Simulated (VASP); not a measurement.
# SiO2 (I-42d) in VASP: further runs

Runs on SiO2. Level: PBE. Tasks: single point.

Program: VASP 6.6.1. These are calculated values, not measurements. Logs are shortened: lines on timing, memory, paths and dates and some standing lists are left out, and cuts for length are marked.

**1. The cell of the first run**

It takes space group I-42d (No. 122, tetragonal). Conventional cell: a = 5.152 Å, b = 5.152 Å, c = 7.194 Å, α = 90.00°, β = 90.00°, γ = 90.00°. Si (site symmetry -4) has 4 O at 1.64 Å within 2.2 Å. O (site symmetry 2) has 2 Si at 1.64 Å within 2.2 Å.

**2. Single point, PBE (strain +0.025 along x and y, -0.025 along z)**

File INCAR:

```
PREC     = Accurate       # precision mode
ENCUT    = 520            # plane-wave cutoff, eV
EDIFF    = 1E-6           # SCF threshold, eV
ISMEAR   = 0              # smearing method
SIGMA    = 0.05           # smearing width, eV
LREAL    = False          # projectors in reciprocal space
LASPH    = True           # aspherical terms in the spheres
NELM     = 100            # most SCF steps
ALGO     = Normal         # electronic algorithm
ISIF     = 2              # what is computed and relaxed
LWAVE    = False          # write WAVECAR
LCHARG   = False          # write CHGCAR
GGA      = PE             # functional
NBANDS   = 25             # bands
```

File KPOINTS:

```
Automatic mesh
0
Gamma
  6 6 6
```

File POSCAR:

```
SiO2
1.0
   -2.5762035013      2.5762035013      3.5971559037
    2.5762035013     -2.5762035013      3.5971559037
    2.5762035013      2.5762035013     -3.5971559037
Si O
2 4
Direct
    0.0000000000      0.0000000000      0.0000000000
    0.7500000000      0.2500000000      0.5000000000
    0.9670112602      0.6250000000      0.8420112602
    0.3750000000      0.2170112602      0.3420112602
    0.7829887398      0.1250000000      0.1579887398
    0.8750000000      0.0329887398      0.6579887398
```

Potentials or basis: VASP PAW PBE potentials, release 64 (Si, O).

Run with:

```sh
$ cat potpaw_PBE.64/Si/POTCAR potpaw_PBE.64/O/POTCAR > POTCAR
$ mpirun -np 1 vasp_std > vasp.out
```

OUTCAR:

```text
PREC = Accurate
   ENCUT = 520
   EDIFF = 1E-6
   ISMEAR = 0
   LREAL = False
   LASPH = True
   NELM = 100
   ISIF = 2
   GGA = PE

 ion  position               nearest neighbor table
   1  0.000  0.000  0.000-   5 1.64   6 1.64   3 1.64   4 1.64   2 3.14   2 3.14   2 3.14   2 3.14

   2  0.750  0.250  0.500-   5 1.64   6 1.64   3 1.64   4 1.64   1 3.14   1 3.14   1 3.14   1 3.14

   3  0.967  0.625  0.842-   1 1.64   2 1.64
   4  0.375  0.217  0.342-   1 1.64   2 1.64
   5  0.783  0.125  0.158-   1 1.64   2 1.64
   6  0.875  0.033  0.658-   1 1.64   2 1.64

  LATTYP: Found a body centered tetragonal cell.
 ALAT       =     5.1524070026
 C/A-ratio  =     1.3963011470

  Lattice vectors:

 A1 = (  -2.5762035013,   2.5762035013,   3.5971559037)
 A2 = (   2.5762035013,  -2.5762035013,   3.5971559037)
 A3 = (   2.5762035013,   2.5762035013,  -3.5971559037)

Analysis of symmetry for initial positions (statically):
=====================================================================
 Subroutine PRICEL returns:
 Original cell was already a primitive cell.

 Routine SETGRP: Setting up the symmetry group for a
 body centered tetragonal supercell.

 Subroutine GETGRP returns: Found  8 space group operations
 (whereof  4 operations were pure point group operations)
 out of a pool of 16 trial point group operations.

The static configuration has the point symmetry S_4 .
 The point group associated with its full space group is D_2d.

Analysis of symmetry for dynamics (positions and initial velocities):
=====================================================================
 Subroutine PRICEL returns:
 Original cell was already a primitive cell.

 Routine SETGRP: Setting up the symmetry group for a
 body centered tetragonal supercell.

 Subroutine GETGRP returns: Found  8 space group operations
 (whereof  4 operations were pure point group operations)
 out of a pool of 16 trial point group operations.

The dynamic configuration has the point symmetry S_4 .
 The point group associated with its full space group is D_2d.

 Subroutine INISYM returns: Found  8 space group operations
 (whereof  4 operations are pure point group operations),
 and found     1 'primitive' translations

----------------------------------------------------------------------------------------

                                     Primitive cell

[... 95 lines left out ...]
   LASPH  =      T    aspherical Exc in radial PAW
   ENCUT  =  520.0 eV  38.22 Ry    6.18 a.u.   9.52  9.52  9.52*2*pi/ulx,y,z
   NELM   =    100;   NELMIN=  2; NELMDL= -5     # of ELM steps
   EDIFF  = 0.1E-05   stopping-criterion for ELM
   LREAL  =      F    real-space projection
   EDIFFG = 0.1E-04   stopping-criterion for IOM
   NSW    =      0    number of steps for IOM
   IBRION =     -1    ionic relax: 0-MD 1-quasi-New 2-CG
   NFREE  =      0    steps in history (QN), initial steepest desc. (CG)
   ISIF   =      2    stress and relaxation
   ISYM   =      2    0-nonsym 1-usesym 2-fastsym
   POTIM  = 0.5000    time-step for ionic-motion
   TEBEG  =    0.0;   TEEND  =   0.0 temperature during run
   PSTRESS=    0.0 pullay stress
   NELECT =      32.0000    total number of electrons
   NUPDOWN=      -1.0000    fix difference up-down
   EMIN   =  10.00;   EMAX   =-10.00  energy-range for DOS
   EFERMI =   0.00;   METHOD = LEGACY
   ISMEAR =     0;   SIGMA  =   0.05  broadening in eV -4-tet -1-fermi 0-gaus
   EFERMI_NEDOS =   21; number of points for ismear=-14 and -15
   IALGO  =     38    algorithm
   IMIX   =      4    mixing-type and parameters
     AMIX     =   0.40;   BMIX     =  1.00
     AMIX_MAG =   1.60;   BMIX_MAG =  1.00
  volume/ion in A,a.u.               =      15.92       107.41
  Fermi-wavevector in a.u.,A,eV,Ry     =   1.137099  2.148806 17.592255  1.292994
  Thomas-Fermi vector in A             =   2.273804
   LORBIT       =      0    0 simple, 1 ext, 2 COOP (PROOUT), +10 PAW based schemes
   GGA     = PE    functional components
   LHFCALC =     F    Hartree Fock is set to
   AEXX    =    0.0000 exact exchange contribution
   IVDW    =     0    specifies the selected vdW correction
   LEPSILON=     F    determine dielectric tensor
   LRPA    =     F    only Hartree local field effects (RPA)
 non-spin polarized calculation
 Gauss-broadening in eV      SIGMA  =   0.05
  energy-cutoff  :      520.00
  volume of cell :       95.49
 maximum number of plane-waves:      2629
 NGX is ok and might be reduce to    40
   NGX = 19   NGY = 19   NGZ = 19

 number of electron      32.0000001 magnetization

 Free energy of the ion-electron system (eV)
  ---------------------------------------------------
  ext. energy  EPLUGINS =         0.00000000
  ---------------------------------------------------
  free energy    TOTEN  =       -47.44273733 eV

  energy without entropy =      -47.44273733  energy(sigma->0) =      -47.44273733

 E-fermi :  -0.5194     XC(G=0):  -7.9194

 val. band max:       -0.8034200585   @ k =   0.0000   0.0000   0.0000
 cond. band min:       4.7749645241   @ k =   0.0000   0.0000   0.0000
 fundamental gap:      5.5783845826
 Fermi energy:        -0.5193874538

 k-point     1 :       0.0000    0.0000    0.0000
  band No.  band energies     occupation
      1     -19.7596      2.00000
      2     -17.8597      2.00000
      3     -17.8597      2.00000
      4     -17.6894      2.00000
      5      -9.9316      2.00000
      6      -6.2437      2.00000
[... 661 lines left out ...]
     24      11.7132      0.00000
     25      12.3469      0.00000

 [... further k-points ...]
[... 5 lines left out ...]
  --------------------------------------------------------------------------------------
  -------------------------------------------------------------------------------------
  Total       -2.7078338     -2.7078338     -1.0763582      0.0000000      0.0000000      0.0000000
  in kB      -45.4310746    -45.4310746    -18.0587559      0.0000000      0.0000000      0.0000000
  external PRESSURE =     -36.3069684 kB  Pullay stress =       0.0000000 kB

 VOLUME and BASIS-vectors are now :
 -----------------------------------------------------------------------------
  energy-cutoff  :      520.00
  volume of cell :       95.49
      direct lattice vectors                 reciprocal lattice vectors
    -2.576203501  2.576203501  3.597155904     0.000000000  0.194084046  0.138998702
     2.576203501 -2.576203501  3.597155904     0.194084046  0.000000000  0.138998702
     2.576203501  2.576203501 -3.597155904     0.194084046  0.194084046  0.000000000

 POSITION                                       TOTAL-FORCE (eV/Angst)
 -----------------------------------------------------------------------------------
      0.00000      0.00000      0.00000         0.000000     -0.000000      0.000000
      0.00000      2.57620      1.79858         0.000000     -0.000000      0.000000
      1.28810      3.05028      2.69787         0.000000     -0.286381      0.000000
      0.47408      1.28810      0.89929        -0.286381     -0.000000      0.000000
     -1.28810      2.10212      2.69787         0.000000      0.286381      0.000000
     -0.47408      3.86431      0.89929         0.286381     -0.000000      0.000000
 -----------------------------------------------------------------------------------
    total drift:                                0.000002      0.000002      0.000003

  FREE ENERGIE OF THE ION-ELECTRON SYSTEM (eV)
  ---------------------------------------------------
  free  energy   TOTEN  =       -47.4427373298 eV

  energy  without entropy=      -47.4427373298  energy(sigma->0) =      -47.44273733
```

stdout:

```text
POSCAR found type information on POSCAR SiO
 POSCAR found :  2 types and       6 ions
 scaLAPACK will be used
 LDA part: xc-table for (Slater+PW92), standard interpolation
 POSCAR, INCAR and KPOINTS ok, starting setup
 FFT: planning ... GRIDC
 FFT: planning ... GRID_SOFT
 FFT: planning ... GRID
 WAVECAR not read
 entering main loop
```

Run time: 2.1 min. Hardware: 1 thread of Intel Xeon 8259CL, shared host; peak memory 0.25 GiB.

What came out:

| Item | Value |
| --- | --- |
| Free energy | -47.4427 eV |
| Pressure | -3.6 GPa |
| Largest force | 0.286 eV/Å |
| Band gap on the k mesh | 5.58 eV |

Forces in eV/Å, atoms in the order of the input:
```
Si   0.000  0.000  0.000
Si   0.000  0.000  0.000
O    0.000 -0.286  0.000
O   -0.286  0.000  0.000
O    0.000  0.286  0.000
O    0.286  0.000  0.000
```

Stress tensor (GPa, compression positive):
```
-4.54  0.00  0.00
 0.00 -4.54  0.00
 0.00  0.00 -1.81
```

Caveat: the cell differs from its parent crystal (strain +0.025 along x and y, -0.025 along z); the cell stands under tension. A k mesh can miss the band edges.

**3. Single point, PBE (strain +0.000 along x and y, +0.050 along z)**

File INCAR:

```
PREC = Accurate
ENCUT = 520
EDIFF = 1E-6
ISMEAR = 0
SIGMA = 0.05
LREAL = F
LASPH = T
NELM = 60
ALGO = Normal
ISIF = 2
LWAVE = F
LCHARG = F
GGA = PE
NBANDS = 25
```

KPOINTS is that of step 2.

POSCAR, as its differences from that of step 2:

```diff
@@ -2,5 +2,5 @@
 1.0
-   -2.5762035013      2.5762035013      3.5971559037
-    2.5762035013     -2.5762035013      3.5971559037
-    2.5762035013      2.5762035013     -3.5971559037
+   -2.5133692696      2.5133692696      3.8738602040
+    2.5133692696     -2.5133692696      3.8738602040
+    2.5133692696      2.5133692696     -3.8738602040
 Si O
```

Potentials or basis: VASP PAW PBE potentials, release 64 (Si, O).

Run with:

```sh
$ cat potpaw_PBE.64/Si/POTCAR potpaw_PBE.64/O/POTCAR > POTCAR
$ mpirun -np 1 vasp_std > vasp.out
```

OUTCAR:

```text
PREC = Accurate
   ENCUT = 520
   EDIFF = 1E-6
   ISMEAR = 0
   LREAL = F
   LASPH = T
   NELM = 60
   ISIF = 2
   GGA = PE

 ion  position               nearest neighbor table
   1  0.000  0.000  0.000-   3 1.65   4 1.65   5 1.65   6 1.65
   2  0.750  0.250  0.500-   3 1.65   4 1.65   5 1.65   6 1.65
   3  0.967  0.625  0.842-   1 1.65   2 1.65
   4  0.375  0.217  0.342-   1 1.65   2 1.65
   5  0.783  0.125  0.158-   1 1.65   2 1.65
   6  0.875  0.033  0.658-   1 1.65   2 1.65

  LATTYP: Found a body centered tetragonal cell.
 ALAT       =     5.0267385392
 C/A-ratio  =     1.5413016507

  Lattice vectors:

 A1 = (  -2.5133692696,   2.5133692696,   3.8738602040)
 A2 = (   2.5133692696,  -2.5133692696,   3.8738602040)
 A3 = (   2.5133692696,   2.5133692696,  -3.8738602040)

Analysis of symmetry for initial positions (statically):
=====================================================================
 Subroutine PRICEL returns:
 Original cell was already a primitive cell.

 Routine SETGRP: Setting up the symmetry group for a
 body centered tetragonal supercell.
[... 173 lines left out ...]
  free energy    TOTEN  =       -47.36746916 eV

  energy without entropy =      -47.36746916  energy(sigma->0) =      -47.36746916

 E-fermi :  -0.6284     XC(G=0):  -7.8269

 val. band max:       -0.8966138534   @ k =   0.0000   0.0000   0.0000
 cond. band min:       4.4534001342   @ k =   0.0000   0.0000   0.0000
 fundamental gap:      5.3500139876
 Fermi energy:        -0.6283705077

 k-point     1 :       0.0000    0.0000    0.0000
  band No.  band energies     occupation
      1     -19.7862      2.00000
      2     -17.9429      2.00000
      3     -17.8734      2.00000
      4     -17.8734      2.00000
      5     -10.0574      2.00000
      6      -6.2364      2.00000
[... 661 lines left out ...]
     24      11.4931      0.00000
     25      12.2180      0.00000

 [... further k-points ...]
[... 5 lines left out ...]
  --------------------------------------------------------------------------------------
  -------------------------------------------------------------------------------------
  Total       -3.5137175     -3.5137175     -5.4364842      0.0000000     -0.0000000      0.0000000
  in kB      -57.5123198    -57.5123198    -88.9840518      0.0000000     -0.0000000      0.0000000
  external PRESSURE =     -68.0028971 kB  Pullay stress =       0.0000000 kB

 VOLUME and BASIS-vectors are now :
 -----------------------------------------------------------------------------
  energy-cutoff  :      520.00
  volume of cell :       97.89
      direct lattice vectors                 reciprocal lattice vectors
    -2.513369270  2.513369270  3.873860204     0.000000000  0.198936148  0.129070223
     2.513369270 -2.513369270  3.873860204     0.198936148  0.000000000  0.129070223
     2.513369270  2.513369270 -3.873860204     0.198936148  0.198936148  0.000000000

 POSITION                                       TOTAL-FORCE (eV/Angst)
 -----------------------------------------------------------------------------------
      0.00000      0.00000      0.00000        -0.000000      0.000000     -0.000000
      0.00000      2.51337      1.93693        -0.000000      0.000000     -0.000000
      1.25668      2.97589      2.90540        -0.000000     -0.400665      0.000000
      0.46252      1.25668      0.96847        -0.400665      0.000000      0.000000
     -1.25668      2.05085      2.90540        -0.000000      0.400665      0.000000
     -0.46252      3.77005      0.96847         0.400665      0.000000      0.000000
 -----------------------------------------------------------------------------------
    total drift:                               -0.000000     -0.000000     -0.000001

  FREE ENERGIE OF THE ION-ELECTRON SYSTEM (eV)
  ---------------------------------------------------
  free  energy   TOTEN  =       -47.3674691646 eV

  energy  without entropy=      -47.3674691646  energy(sigma->0) =      -47.36746916
```

stdout:

```text
POSCAR found type information on POSCAR SiO
 POSCAR found :  2 types and       6 ions
 scaLAPACK will be used
 LDA part: xc-table for (Slater+PW92), standard interpolation
 POSCAR, INCAR and KPOINTS ok, starting setup
 FFT: planning ... GRIDC
 FFT: planning ... GRID_SOFT
 FFT: planning ... GRID
 WAVECAR not read
 entering main loop
```

Wall time 2.2 min (1 thread of Intel Xeon 8259CL, shared host); peak memory 0.25 GiB.

Results:

* Free energy: -47.3675 eV
* Pressure: -6.8 GPa
* Largest force: 0.401 eV/Å
* Band gap on the k mesh: 5.35 eV

Forces in eV/Å, atoms in the order of the input:
```
Si   0.000  0.000  0.000
Si   0.000  0.000  0.000
O    0.000 -0.401  0.000
O   -0.401  0.000  0.000
O    0.000  0.401  0.000
O    0.401  0.000  0.000
```

Levels at points of the mesh, in eV from the valence-band top:
```tsv
k point	band 12	band 13	band 14	band 15	band 16	band 17	band 18	band 19	band 20	band 21
(0.00, 0.00, 0.00)	-1.54	-1.54	-0.74	0.00	0.00	5.35	8.49	9.54	9.70	9.70
(0.50, 0.00, 0.00)	-1.57	-1.39	-0.78	-0.54	-0.12	7.34	8.56	9.39	9.54	10.28
(0.50, 0.50, 0.00)	-1.97	-0.93	-0.93	-0.40	-0.40	8.45	8.45	9.50	9.50	10.69
(0.50, 0.50, 0.50)	-2.03	-1.39	-1.39	-0.26	-0.26	8.32	8.32	9.80	9.80	10.82
```

Caveat: the cell differs from its parent crystal (strain +0.000 along x and y, +0.050 along z); the cell stands under tension. A k mesh can miss the band edges.

(Part 1 of 2 ends here.)
